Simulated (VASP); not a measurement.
The system is Sb.

```
Sb
1.0
    -1.57654    1.57654    2.71194
     1.57654   -1.57654    2.71194
     1.57654    1.57654   -2.71194
Sb
1
Cartesian
  0.0000 0.0000 0.0000
```

```yaml
Program: VASP 6.6.1
Task: relaxation of cell and atoms
Functional: revPBE
Dispersion: D4
Potentials_or_basis: VASP PAW PBE potentials, release 64 (Sb)
Cutoff: 600 eV
k_mesh: 12 × 12 × 12
Occupations: fermi-dirac, width 0.05 eV
Spin: no spin polarisation
```

At the start: pressure -2.3 GPa; volume 26.96 Å³/atom.

Q: Where does the relaxation end?

A: Over 9 steps the energy falls by 12.2 meV/atom and the volume is 25.86 Å³/atom (-4.1 %); space group I4/mmm (No. 139, to 0.1 Å) before and after.

The path:
```
step  energy change (eV)  largest force (eV/Å)  pressure (GPa)  volume (Å³)
   1              0.0000                0.0000           -2.30        26.96
   2             -0.0058                0.0000            1.42        25.48
   3             -0.0077                0.0000            0.10        25.95
   4             -0.0091                0.0000            0.11        25.91
   5             -0.0119                0.0000            0.32        25.76
   6             -0.0120                0.0000            0.40        25.71
   7             -0.0120                0.0000            0.37        25.73
   8             -0.0118                0.0000           -0.56        26.07
   9             -0.0122                0.0000            0.01        25.86
```

Final structure:
```yaml
crystal:
  lattice:
    - [-1.58163, 1.58163, 2.58400]
    - [1.58163, -1.58163, 2.58400]
    - [1.58163, 1.58163, -2.58400]
  atoms:
    - { symbol: Sb, position: [0.00000, 0.00000, 0.00000] }
```

Caveat: the PAW data sets were made with another functional, which shifts forces and pressure a little.
